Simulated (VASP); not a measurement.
A run of VASP 6.6.1 is set up as follows.

File INCAR:

```
SYSTEM = PbS
ALGO = Normal ; EDIFF = 1E-6
ENCUT = 520 ; GGA = RE
ISIF = 2 ; ISMEAR = -1
IVDW = 13 ; LASPH = .TRUE.
LCHARG = .FALSE. ; LREAL = .FALSE.
LWAVE = .FALSE. ; NBANDS = 28
NELM = 100 ; PREC = Accurate
SIGMA = 0.05
```

Contents of KPOINTS:

```
k-points
0
G
  7 7 6
  0 0 0
```

POSCAR

```
PbS
1.0
    2.0524191465     -5.7889866882      0.0000000000
    2.0524191465      5.7889866882      0.0000000000
    0.0000000000      0.0000000000      4.2819635823
Pb S
2 2
Direct
    0.1262557395      0.8737442605      0.2500000000
    0.8737442605      0.1262557395      0.7500000000
    0.3597949285      0.6402050715      0.2500000000
    0.6402050715      0.3597949285      0.7500000000
```

Potentials or basis: VASP PAW PBE potentials, release 64 (Pb_d, S).

Command:

```bash
$ cat potpaw_PBE.64/Pb_d/POTCAR potpaw_PBE.64/S/POTCAR > POTCAR
$ mpirun -np 1 vasp_std > vasp.out
```

Question: What does it give for the dispersion energy per atom?

Answer: -0.630 eV.

Question: What does it give for the band gap on the k mesh?

Answer: 1.29 eV, indirect (least direct gap 1.37 eV).

Question: What does it give for the largest force?

Answer: 0.006 eV/Å.

Forces on the atoms (eV/Å):
```
Pb   0.000 -0.006  0.000
Pb   0.000  0.006  0.000
S    0.000  0.000  0.000
S    0.000  0.000  0.000
```

Caveat: the PAW data sets were made with another functional, which shifts forces and pressure a little; spin-orbit coupling is left out, which moves the levels of the heavy elements. A k mesh can miss the band edges.
